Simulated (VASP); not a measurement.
A run of VASP 6.6.1:

File INCAR:

```
ALGO     = Normal         # electronic algorithm
EDIFF    = 1E-7           # SCF threshold, eV
EDIFFG   = -0.04          # ionic threshold
ENCUT    = 600            # plane-wave cutoff, eV
GGA      = PE             # functional
IBRION   = 2              # ionic algorithm
ISIF     = 3              # what is computed and relaxed
ISMEAR   = 0              # smearing method
LASPH    = True           # aspherical terms in the spheres
LCHARG   = False          # write CHGCAR
LREAL    = False          # projectors in reciprocal space
LWAVE    = False          # write WAVECAR
NELM     = 80             # most SCF steps
NSW      = 90             # ionic steps
PREC     = Accurate       # precision mode
SIGMA    = 0.1            # smearing width, eV
```

File KPOINTS:

```
k-points
0
Gamma
  6 6 4
```

File POSCAR:

```
GeSb2
1.0
    4.1922121859      0.0000000000      0.0000000000
   -2.0961060930      3.6305622511      0.0000000000
    0.0000000000      0.0000000000      4.5264749516
Ge Sb
1 2
Direct
    0.0000000000      0.0000000000      0.0000000000
    0.3333333333      0.6666666667      0.5000000000
    0.6666666667      0.3333333333      0.5000000000
```

Potentials or basis: VASP PAW PBE potentials, release 64 (Ge_d, Sb).

Run with:

```console
$ cat potpaw_PBE.64/Ge_d/POTCAR potpaw_PBE.64/Sb/POTCAR > POTCAR
$ mpirun -np 1 vasp_std > vasp.out
```

Hardware: 1 thread of Oxide Virtual Turin-like Processor, on a shared host.

Task: How long does it take, and how much memory?

Result: It took 8.5 min on 1 thread of Oxide Virtual Turin-like Processor, on a shared host, peak memory 0.21 GiB. Counts: scf iterations 181, k points 21, ion steps 18.
